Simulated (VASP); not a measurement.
Wanted: the native input for a VASP 6.6.1 run.

```
Task                   : single point
Functional             : PBE
Dispersion             : D3(BJ)
Potentials or basis    : VASP PAW PBE potentials, release 64 (Be)
Cutoff                 : 520 eV
k mesh                 : 7 × 4 × 5
Occupations            : fermi-dirac, width 0.15 eV
Spin                   : no spin polarisation
Dipole correction      : no
Further INCAR settings : ALGO = Normal; EDIFF = 1e-06; NBANDS = 12
```

The structure of Be lies in POSCAR:

```
Be
1.0
    2.1643806277      0.0000000000      0.0000000000
    0.0000000000      3.7487312070      0.0000000000
    0.0000000000      0.0000000000      3.4102971513
Be
4
Direct
    0.6344800000      0.8303600000      0.7214500000
    0.3639700000      0.1705400000      0.6803800000
    0.1119500000      0.6879900000      0.2827800000
    0.8273100000      0.3230700000      0.3029100000
```

These files were run (other wordings do the same):

INCAR

```
SYSTEM = Be
  PREC = Accurate
  ENCUT = 520
  EDIFF = 1E-6
  ISMEAR = -1
  SIGMA = 0.15
  LREAL = .FALSE.
  LASPH = .TRUE.
  NELM = 60
  ALGO = Normal
  ISIF = 2
  LWAVE = .FALSE.
  LCHARG = .FALSE.
  GGA = PE
  IVDW = 12
  NBANDS = 12
```

KPOINTS

```
regular mesh
0
G
  7 4 5
  0 0 0
```

Potentials or basis: VASP PAW PBE potentials, release 64 (Be).

The run is started by

```console
$ cat potpaw_PBE.64/Be/POTCAR > POTCAR
$ mpirun -np 1 vasp_std > vasp.out
```

It gave:

```json
{
  "Pressure": "62.2 GPa",
  "Largest force": "11.818 eV/Å",
  "Band gap on the k mesh": "zero (bands 4 and 5 overlap by 0.88 eV)",
  "Dispersion energy per atom": "-0.408 eV"
}
```

Caveat: the k points lie up to 0.42 Å⁻¹ apart, too coarse for converged energies and pressures of a metal; three body term missing; forces of over 1 eV/Å act on the atoms, so gaps and moduli don't describe the material at rest.

It took 19 s on 1 thread of Intel Xeon 8259CL, with other jobs on the host, peak memory 0.15 GiB.
